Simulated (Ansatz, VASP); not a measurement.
# NaI: VASP beside Ansatz

```
CELL_PARAMETERS angstrom
0.00000 3.21174 3.21174
3.21174 0.00000 3.21174
3.21174 3.21174 0.00000
ATOMIC_POSITIONS crystal
Na 0.00000 0.00000 0.00000
I 0.50000 0.50000 0.50000
```

Alike in both runs: functional r2SCAN; k mesh 8 × 8 × 8; occupations fermi-dirac, width 0.02 eV; no spin polarisation.

Ansatz relaxed the structure, and its values are those at the end. VASP's run is a single point on that final structure, the one shown.

|  | VASP | Ansatz |
| --- | --- | --- |
| version | VASP 6.6.1 | Ansatz 0.2.0 |
| potentials or method | VASP PAW PBE potentials, release 64 (Na_pv, I), cutoff 520 eV | PAW plane waves |
| valence electrons in the cell | 14 | 26 |

Ansatz gave:

- gap on the k mesh at the Fermi level (eV): 4.50
- pressure (GPa): 0.3

**Question.** What did VASP give for the same quantities?

**Answer.** gap on the k mesh at the Fermi level (eV): 4.51; pressure (GPa): 0.2.

VASP's potentials were made for PBE, not for r2SCAN. VASP's potentials hold 14 valence electrons a cell and Ansatz's 26, so a difference there can come from the potentials and not from the codes. Ansatz's warnings: stress scf threshold loose.

Neither program's run includes spin-orbit coupling.
